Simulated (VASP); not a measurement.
Set up this calculation in VASP 6.6.1, as the native input.

```
Task                   : single point
Functional             : PBE
Potentials or basis    : VASP PAW PBE potentials, release 64 (Li_sv)
Cutoff                 : 520 eV
k mesh                 : 14 × 14 × 14
Occupations            : fermi-dirac, width 0.05 eV
Spin                   : no spin polarisation
Dipole correction      : no
Further INCAR settings : ALGO = Normal; EDIFF = 1e-07; NBANDS = 8
```

The structure of Li lies in POSCAR:

```
Li
1.0
    2.0602458893      0.0000000000      0.0000000000
    0.0000000000      2.0602458893      0.0000000000
    0.0000000000      0.0000000000      2.0602458893
Li
1
Direct
    0.0000000000      0.0000000000      0.0000000000
```

This cell differs from its parent crystal: volume scaled by 0.43.

One way to write it, as run:

INCAR

```
ALGO = Normal
EDIFF = 1E-7
ENCUT = 520
GGA = PE
ISIF = 2
ISMEAR = -1
LASPH = T
LCHARG = T
LELF = T
LREAL = F
LVHAR = T
LWAVE = F
NBANDS = 8
NELM = 80
PREC = Accurate
SIGMA = 0.05
```

KPOINTS

```
k-points
0
Gamma
  14 14 14
```

Potentials or basis: VASP PAW PBE potentials, release 64 (Li_sv).

The run is started by

```sh
$ cat potpaw_PBE.64/Li_sv/POTCAR > POTCAR
$ mpirun -np 1 vasp_std > vasp.out
```

Wall time 12 s on 1 thread of AMD EPYC 7R43 64-Core Processor (Zen 3), on a shared host, peak memory 0.07 GiB.
